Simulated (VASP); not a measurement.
# ZnO (P6_3mc) in VASP: a series of runs

The runs below take ZnO through single point, relaxation of cell and atoms, with PBEsol.

Program: VASP 6.6.1. These are calculated values, not measurements. Logs are shortened: lines on timing, memory, paths and dates and some standing lists are left out, and cuts for length are marked.

### 1 The cell of the first run

It takes space group P6_3mc (No. 186, hexagonal). The conventional cell has a = 3.230 Å, b = 3.230 Å, c = 5.214 Å, α = 90.00°, β = 90.00°, γ = 120.00°. Zn (site symmetry 3m) has 4 O at 1.97 to 1.98 Å within 2.6 Å. Within 2.6 Å of O (site symmetry 3m) lie 4 Zn at 1.97 to 1.98 Å.

### 2 Single point, PBEsol

Contents of INCAR:

```
  ALGO = Normal
  EDIFF = 1E-6
  ENCUT = 910
  GGA = PS
  GGA_COMPAT = False
  ISIF = 2
  ISMEAR = -1
  LASPH = True
  LCHARG = True
  LELF = True
  LREAL = False
  LVHAR = True
  LWAVE = False
  NBANDS = 26
  NELM = 120
  PREC = Accurate
  SIGMA = 0.08
```

Contents of KPOINTS:

```
k-points
0
Gamma
  12 12 8
```

Contents of POSCAR:

```
ZnO
1.0
    3.2300090308      0.0000000000      0.0000000000
   -1.6150045154      2.7972698751      0.0000000000
    0.0000000000      0.0000000000      5.2143445372
Zn O
2 2
Direct
    0.3333333333      0.6666666667      0.5000406004
    0.6666666667      0.3333333333      0.0000406004
    0.6666666667      0.3333333333      0.3789693996
    0.3333333333      0.6666666667      0.8789693996
```

Potentials or basis: VASP PAW PBE potentials, release 64 (Zn, O_h).

Run with:

```sh
$ cat potpaw_PBE.64/Zn/POTCAR potpaw_PBE.64/O_h/POTCAR > POTCAR
$ mpirun -np 1 vasp_std > vasp.out
```

OUTCAR:

```text
EDIFF = 1E-6
   ENCUT = 910
   GGA = PS
   ISIF = 2
   ISMEAR = -1
   LASPH = True
   LREAL = False
   NELM = 120
   PREC = Accurate

 ion  position               nearest neighbor table
   1  0.333  0.667  0.500-   3 1.97   3 1.97   3 1.97   4 1.98
   2  0.667  0.333  0.000-   4 1.97   4 1.97   4 1.97   3 1.98
   3  0.667  0.333  0.379-   1 1.97   1 1.97   1 1.97   2 1.98
   4  0.333  0.667  0.879-   2 1.97   2 1.97   2 1.97   1 1.98

  LATTYP: Found a hexagonal cell.
 ALAT       =     3.2300090308
 C/A-ratio  =     1.6143436404

  Lattice vectors:

 A1 = (   3.2300090308,   0.0000000000,   0.0000000000)
 A2 = (  -1.6150045154,   2.7972698751,   0.0000000000)
 A3 = (   0.0000000000,   0.0000000000,   5.2143445372)

Analysis of symmetry for initial positions (statically):
=====================================================================
 Subroutine PRICEL returns:
 Original cell was already a primitive cell.

 Routine SETGRP: Setting up the symmetry group for a
 hexagonal supercell.

 Subroutine GETGRP returns: Found 12 space group operations
 (whereof  6 operations were pure point group operations)
 out of a pool of 24 trial point group operations.

The static configuration has the point symmetry C_3v.
 The point group associated with its full space group is C_6v.

Analysis of symmetry for dynamics (positions and initial velocities):
=====================================================================
 Subroutine PRICEL returns:
 Original cell was already a primitive cell.

 Routine SETGRP: Setting up the symmetry group for a
 hexagonal supercell.

 Subroutine GETGRP returns: Found 12 space group operations
 (whereof  6 operations were pure point group operations)
 out of a pool of 24 trial point group operations.

The dynamic configuration has the point symmetry C_3v.
 The point group associated with its full space group is C_6v.

 Subroutine INISYM returns: Found 12 space group operations
 (whereof  6 operations are pure point group operations),
 and found     1 'primitive' translations

----------------------------------------------------------------------------------------

                                     Primitive cell

  volume of cell :      47.1127

  direct lattice vectors                    reciprocal lattice vectors
     3.230009031  0.000000000  0.000000000     0.309596658  0.178745714  0.000000000
    -1.615004515  2.797269875  0.000000000     0.000000000  0.357491427  0.000000000
     0.000000000  0.000000000  5.214344537     0.000000000  0.000000000  0.191778658

  length of vectors
     3.230009031  3.230009031  5.214344537     0.357491427  0.357491427  0.191778658

  position of ions in fractional coordinates (direct lattice)
     0.333333333  0.666666667  0.500040600
     0.666666667  0.333333333  0.000040600
     0.666666667  0.333333333  0.378969400
     0.333333333  0.666666667  0.878969400

  ion indices of the primitive-cell ions
   primitive index   ion index
                 1           1
                 2           2
                 3           3
                 4           4

----------------------------------------------------------------------------------------

 KPOINTS: k-points

Automatic generation of k-mesh.
 Grid dimensions read from file:
 generate k-points for:   12   12    8

 Generating k-lattice:

  Cartesian coordinates                     Fractional coordinates (reciprocal lattice)
     0.025799721  0.014895476  0.000000000     0.083333333  0.000000000  0.000000000
     0.000000000  0.029790952  0.000000000     0.000000000  0.083333333  0.000000000
     0.000000000  0.000000000  0.023972332     0.000000000  0.000000000  0.125000000

  Length of vectors
     0.029790952  0.029790952  0.023972332

  Shift w.r.t. Gamma in fractional coordinates (k-lattice)
     0.000000000  0.000000000  0.000000000

 Subroutine IBZKPT returns following result:
 ===========================================

 Found     95 irreducible k-points:

 Following reciprocal coordinates:
            Coordinates               Weight
  0.000000  0.000000  0.000000      1.000000
  0.083333  0.000000  0.000000      6.000000
  0.166667  0.000000  0.000000      6.000000
  0.250000  0.000000  0.000000      6.000000
  0.333333 -0.000000  0.000000      6.000000
  0.416667  0.000000  0.000000      6.000000
[... 16 lines left out ...]
  0.250000  0.000000  0.125000     12.000000
  0.333333 -0.000000  0.125000     12.000000
 [... further k-points ...]
   k-points           NKPTS =     95   k-points in BZ     NKDIM =     95   number of bands    NBANDS=     26
   number of dos      NEDOS =    301   number of ions     NIONS =      4
   total plane-waves  NPLWV =  55296
   dimension x,y,z NGX =    32 NGY =   32 NGZ =   54
   dimension x,y,z NGXF=    64 NGYF=   64 NGZF=  108
   ions per type =               2   2
   NGX,Y,Z   is equivalent  to a cutoff of  16.47, 16.47, 17.22 a.u.
   NGXF,Y,Z  is equivalent  to a cutoff of  32.94, 32.94, 34.43 a.u.
 SYSTEM =  unknown system
   PREC   = accura    normal or accurate (medium, high low for compatibility)
   ISTART =      0    job   : 0-new  1-cont  2-samecut
   ICHARG =      2    charge: 1-file 2-atom 10-const
   ISPIN  =      1    spin polarized calculation?
   LNONCOLLINEAR =      F non collinear calculations
   LSORBIT =      F    spin-orbit coupling
   LASPH  =      T    aspherical Exc in radial PAW
   ENCUT  =  910.0 eV  66.88 Ry    8.18 a.u.   7.94  7.94 12.83*2*pi/ulx,y,z
   NELM   =    120;   NELMIN=  2; NELMDL= -5     # of ELM steps
   EDIFF  = 0.1E-05   stopping-criterion for ELM
   LREAL  =      F    real-space projection
   EDIFFG = 0.1E-04   stopping-criterion for IOM
   NSW    =      0    number of steps for IOM
   IBRION =     -1    ionic relax: 0-MD 1-quasi-New 2-CG
   NFREE  =      0    steps in history (QN), initial steepest desc. (CG)
   ISIF   =      2    stress and relaxation
   ISYM   =      2    0-nonsym 1-usesym 2-fastsym
   POTIM  = 0.5000    time-step for ionic-motion
   TEBEG  =    0.0;   TEEND  =   0.0 temperature during run
   PSTRESS=    0.0 pullay stress
   NELECT =      36.0000    total number of electrons
   NUPDOWN=      -1.0000    fix difference up-down
   EMIN   =  10.00;   EMAX   =-10.00  energy-range for DOS
   EFERMI =   0.00;   METHOD = LEGACY
   ISMEAR =    -1;   SIGMA  =   0.08  broadening in eV -4-tet -1-fermi 0-gaus
   EFERMI_NEDOS =   21; number of points for ismear=-14 and -15
   IALGO  =     38    algorithm
   IMIX   =      4    mixing-type and parameters
     AMIX     =   0.40;   BMIX     =  1.00
     AMIX_MAG =   1.60;   BMIX_MAG =  1.00
  volume/ion in A,a.u.               =      11.78        79.48
  Fermi-wavevector in a.u.,A,eV,Ry     =   1.496683  2.828320 30.477852  2.240059
  Thomas-Fermi vector in A             =   2.608668
   LORBIT       =      0    0 simple, 1 ext, 2 COOP (PROOUT), +10 PAW based schemes
   GGA     = PS    functional components
   LHFCALC =     F    Hartree Fock is set to
   AEXX    =    0.0000 exact exchange contribution
   IVDW    =     0    specifies the selected vdW correction
   LEPSILON=     F    determine dielectric tensor
   LRPA    =     F    only Hartree local field effects (RPA)
 non-spin polarized calculation
  energy-cutoff  :      910.00
  volume of cell :       47.11
 maximum number of plane-waves:      2964
 NGX is ok and might be reduce to    32
   NGX = 15   NGY = 15   NGZ = 25

 number of electron      35.9999998 magnetization

 Free energy of the ion-electron system (eV)
  ---------------------------------------------------
  ext. energy  EPLUGINS =         0.00000000
  ---------------------------------------------------
  free energy    TOTEN  =       -19.42266627 eV

  energy without entropy =      -19.42255833  energy(sigma->0) =      -19.42261230

 E-fermi :   1.9463     XC(G=0): -11.2454

 val. band max:        1.4721809179   @ k =   0.0000   0.0000   0.0000
 cond. band min:       2.1636249994   @ k =   0.0000   0.0000   0.0000
 fundamental gap:      0.6914440815
 Fermi energy:         1.9462656010

 k-point     1 :       0.0000    0.0000    0.0000
  band No.  band energies     occupation
      1     -16.6581      2.00000
      2     -15.9029      2.00000
      3      -4.3380      2.00000
      4      -4.2964      2.00000
      5      -4.2964      2.00000
      6      -4.2532      2.00000
[... 18 lines left out ...]
     25      15.5950      0.00000
     26      15.5950      0.00000

 k-point     2 :       0.0833    0.0000    0.0000
  band No.  band energies     occupation
      1     -16.6178      2.00000
      2     -15.8847      2.00000
      3      -4.3517      2.00000
      4      -4.2742      2.00000
      5      -4.2735      2.00000
      6      -4.2265      2.00000
[... 18 lines left out ...]
     25      15.5013      0.00000
     26      15.6923      0.00000

 k-point     3 :       0.1667    0.0000    0.0000
  band No.  band energies     occupation
      1     -16.5044      2.00000
      2     -15.8364      2.00000
      3      -4.4678      2.00000
      4      -4.2133      2.00000
      5      -4.1949      2.00000
      6      -4.1456      2.00000
[... 18 lines left out ...]
     25      15.4506      0.00000
     26      15.7867      0.00000

 k-point     4 :       0.2500    0.0000    0.0000
  band No.  band energies     occupation
      1     -16.3397      2.00000
      2     -15.7753      2.00000
      3      -4.5871      2.00000
      4      -4.2248      2.00000
      5      -4.1396      2.00000
      6      -4.0311      2.00000
[... 18 lines left out ...]
     25      14.7863      0.00000
     26      15.6291      0.00000
[... 496 lines left out ...]
      1     -16.4799      2.00000
      2     -15.8627      2.00000
      3      -4.4886      2.00000
      4      -4.2873      2.00000
      5      -4.2078      2.00000
      6      -4.1593      2.00000
[... 18 lines left out ...]
     25      14.8910      0.00000
     26      15.6555      0.00000

 k-point    23 :       0.2500    0.0000    0.1250
  band No.  band energies     occupation
      1     -16.3184      2.00000
      2     -15.7968      2.00000
      3      -4.6067      2.00000
      4      -4.2969      2.00000
      5      -4.1314      2.00000
      6      -4.0452      2.00000
[... 18 lines left out ...]
     25      14.7852      0.00000
     26      15.5513      0.00000

 k-point    24 :       0.3333   -0.0000    0.1250
  band No.  band energies     occupation
      1     -16.1410      2.00000
      2     -15.7407      2.00000
      3      -4.6676      2.00000
      4      -4.3407      2.00000
      5      -4.0679      2.00000
      6      -3.9090      2.00000
[... 18 lines left out ...]
     25      14.8292      0.00000
     26      15.4882      0.00000

 [... further k-points ...]

------------------------ aborting loop because EDIFF is reached ----------------------------------------

  FORCE on cell =-STRESS in cart. coord.  units (eV):
  Direction    XX          YY          ZZ          XY          YZ          ZX
  --------------------------------------------------------------------------------------
  -------------------------------------------------------------------------------------
  Total        0.1837970      0.1837970      0.1876622      0.0000000      0.0000000      0.0000000
  in kB        6.2504473      6.2504473      6.3818950      0.0000000      0.0000000      0.0000000
  external PRESSURE =       6.2942632 kB  Pullay stress =       0.0000000 kB

 VOLUME and BASIS-vectors are now :
 -----------------------------------------------------------------------------
  energy-cutoff  :      910.00
  volume of cell :       47.11
      direct lattice vectors                 reciprocal lattice vectors
     3.230009031  0.000000000  0.000000000     0.309596658  0.178745714  0.000000000
    -1.615004515  2.797269875  0.000000000     0.000000000  0.357491427  0.000000000
     0.000000000  0.000000000  5.214344537     0.000000000  0.000000000  0.191778658

 POSITION                                       TOTAL-FORCE (eV/Angst)
 -----------------------------------------------------------------------------------
     -0.00000      1.86485      2.60738        -0.000000      0.000000      0.000940
      1.61500      0.93242      0.00021         0.000000     -0.000000      0.000940
      1.61500      0.93242      1.97608         0.000000     -0.000000     -0.000940
     -0.00000      1.86485      4.58325        -0.000000      0.000000     -0.000940
 -----------------------------------------------------------------------------------
    total drift:                                0.000000     -0.000000     -0.000395

  FREE ENERGIE OF THE ION-ELECTRON SYSTEM (eV)
  ---------------------------------------------------
  free  energy   TOTEN  =       -19.4226662735 eV

  energy  without entropy=      -19.4225583277  energy(sigma->0) =      -19.42261230
```

Run time: 3.4 min. Hardware: 1 thread of Intel Xeon Platinum 8259CL at 2.50GHz (Skylake/Cascade Lake), shared host; peak memory 0.38 GiB.

What came out:

```yaml
Free_energy: -19.4227 eV
Pressure: 0.6 GPa
Band_gap_on_the_k_mesh: 0.69 eV
```

Levels at points of the mesh, in eV from the valence-band top:
```csv
k point,band 14,band 15,band 16,band 17,band 18,band 19,band 20,band 21,band 22,band 23
"(0.00, 0.00, 0.00)",-0.81,-0.81,-0.09,0.00,0.00,0.69,5.16,8.10,12.84,12.84
"(0.50, 0.00, 0.00)",-3.61,-2.88,-2.32,-1.33,-0.86,5.73,6.72,7.43,8.51,10.50
"(0.00, 0.00, 0.50)",-2.28,-0.40,-0.40,-0.40,-0.40,3.38,3.38,9.96,9.96,13.13
"(0.50, 0.00, 0.50)",-3.79,-1.54,-1.54,-1.41,-1.41,5.58,5.58,8.40,8.40,11.18
```

Caveat: the cutoff is under 1.25 times the usual one of these potentials, so pressure, stress and relaxed cells hold a basis-set (Pulay) error; the PAW data sets were made with another functional, which shifts forces and pressure a little.

### 3 Relaxation of cell and atoms, PBEsol

This run uses another cell than the first one, of 11.90 Å³/atom.

Contents of INCAR:

```
SYSTEM = ZnO
ALGO = Normal
EDIFF = 1E-6
EDIFFG = -0.002
ENCUT = 600
GGA = PS
IBRION = 2
ISIF = 3
ISMEAR = -1
LASPH = .True.
LCHARG = .False.
LREAL = .False.
LWAVE = .False.
NELM = 100
NSW = 100
PREC = Accurate
SIGMA = 0.08
```

Contents of KPOINTS:

```
k-points
0
Gamma
  12 12 8
  0 0 0
```

Contents of POSCAR:

```
ZnO
1.0
    3.2493080000      0.0000000000      0.0000000000
   -1.6246540000      2.8139832727      0.0000000000
    0.0000000000      0.0000000000      5.2057090000
Zn O
2 2
Direct
    0.3333333333      0.6666666667      0.5000000000
    0.6666666667      0.3333333333      0.0000000000
    0.6666666667      0.3333333333      0.3790100000
    0.3333333333      0.6666666667      0.8790100000
```

Potentials or basis: VASP PAW PBE potentials, release 64 (Zn, O).

Run with:

```sh
$ cat potpaw_PBE.64/Zn/POTCAR potpaw_PBE.64/O/POTCAR > POTCAR
$ mpirun -np 1 vasp_std > vasp.out
```

Run time: 12 min. Hardware: 1 thread of Intel Xeon 8259CL, shared host; peak memory 0.26 GiB.

The run converged. Its results:

```yaml
Free_energy: -19.4160 eV
Relaxed_volume: 11.84 Å³/atom
Relaxed_cell: a = 3.235 Å, b = 3.235 Å, c = 5.225 Å, α = 90.00°, β = 90.00°, γ = 120.00°
Space_group_after_relaxing_to_0.1_Å: P6_3mc (No. 186)
Energy_gained_by_relaxing: 0.4 meV/atom
Ionic_steps: 9
Pressure_after_relaxing: 0.0 GPa
Band_gap_on_the_k_mesh: 0.68 eV
```

The path:
```tsv
step	energy change (eV)	largest force (eV/Å)	pressure (GPa)	volume (Å³)
1	0.0000	0.0649	-0.67	47.60
2	-0.0014	0.0328	0.43	47.26
3	-0.0016	0.0059	0.06	47.35
4	-0.0016	0.0082	0.10	47.34
5	-0.0017	0.0124	0.03	47.38
6	-0.0017	0.0158	-0.07	47.41
7	-0.0017	0.0097	-0.08	47.41
8	-0.0017	0.0007	-0.11	47.42
9	-0.0017	0.0018	0.02	47.36
```

Final structure:
```cif
data_structure
_symmetry_space_group_name_H-M 'P 1'
_symmetry_Int_Tables_number 1
_cell_length_a 3.2351
_cell_length_b 3.2351
_cell_length_c 5.2246
_cell_angle_alpha 90.000
_cell_angle_beta 90.000
_cell_angle_gamma 120.000
_cell_volume 47.36
loop_
_atom_site_label
_atom_site_type_symbol
_atom_site_fract_x
_atom_site_fract_y
_atom_site_fract_z
_atom_site_occupancy
Zn1 Zn 0.33333 0.66667 0.50013 1
Zn2 Zn 0.66667 0.33333 0.00013 1
O1 O 0.66667 0.33333 0.37888 1
O2 O 0.33333 0.66667 0.87888 1
```

Levels at points of the mesh, in eV from the valence-band top:
| k point | band 16 | band 17 | band 18 | band 19 | band 20 | band 21 |
| --- | --- | --- | --- | --- | --- | --- |
| (0.00, 0.00, 0.00) | -0.09 | 0.00 | 0.00 | 0.68 | 5.14 | 8.08 |
| (0.50, 0.00, 0.00) | -2.30 | -1.32 | -0.85 | 5.71 | 6.72 | 7.42 |
| (0.00, 0.00, 0.50) | -0.40 | -0.40 | -0.40 | 3.37 | 3.37 | 9.94 |
| (0.50, 0.00, 0.50) | -1.53 | -1.41 | -1.41 | 5.57 | 5.57 | 8.37 |

Caveat: the PAW data sets were made with another functional, which shifts forces and pressure a little. A k mesh can miss the band edges.
